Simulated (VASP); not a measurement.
Sn:

```
Sn
1.0
     0.00000    3.24560    3.24560
     3.24560    0.00000    3.24560
     3.24560    3.24560    0.00000
Sn
2
Direct
  0.50000 0.50000 0.50000
  0.75000 0.75000 0.75000
```

This isn't the form of Sn at room conditions, which is tetragonal (white tin).

| Quantity | Value |
| --- | --- |
| Program | VASP 6.6.1 |
| Task | relaxation of cell and atoms |
| Functional | r2SCAN |
| Potentials or basis | VASP PAW PBE potentials, release 64 (Sn_d) |
| Cutoff | 600 eV |
| k mesh | 9 × 9 × 9 |
| Occupations | fermi-dirac, width 0.1 eV |
| Spin | no spin polarisation |

At the start: pressure 1.7 GPa; volume 34.19 Å³/atom.

Q: Where does the relaxation end?

A: Over 3 steps the energy falls by 6.1 meV/atom and the volume is 35.42 Å³/atom (+3.6 %); space group Fd-3m (No. 227, to 0.1 Å) before and after.

The path:
| step | energy change (eV) | largest force (eV/Å) | pressure (GPa) | volume (Å³) |
| --- | --- | --- | --- | --- |
| 1 | 0.0000 | 0.0000 | 1.66 | 68.38 |
| 2 | -0.0100 | 0.0000 | -0.63 | 71.94 |
| 3 | -0.0123 | 0.0000 | 0.00 | 70.83 |

Final structure:
```cif
data_structure
_symmetry_space_group_name_H-M 'P 1'
_symmetry_Int_Tables_number 1
_cell_length_a 4.6443
_cell_length_b 4.6443
_cell_length_c 4.6443
_cell_angle_alpha 60.000
_cell_angle_beta 60.000
_cell_angle_gamma 60.000
_cell_volume 70.83
loop_
_atom_site_label
_atom_site_type_symbol
_atom_site_fract_x
_atom_site_fract_y
_atom_site_fract_z
_atom_site_occupancy
Sn1 Sn 0.50000 0.50000 0.50000 1
Sn2 Sn 0.75000 0.75000 0.75000 1
```

Caveat: the PAW data sets were made with another functional, which shifts forces and pressure a little.
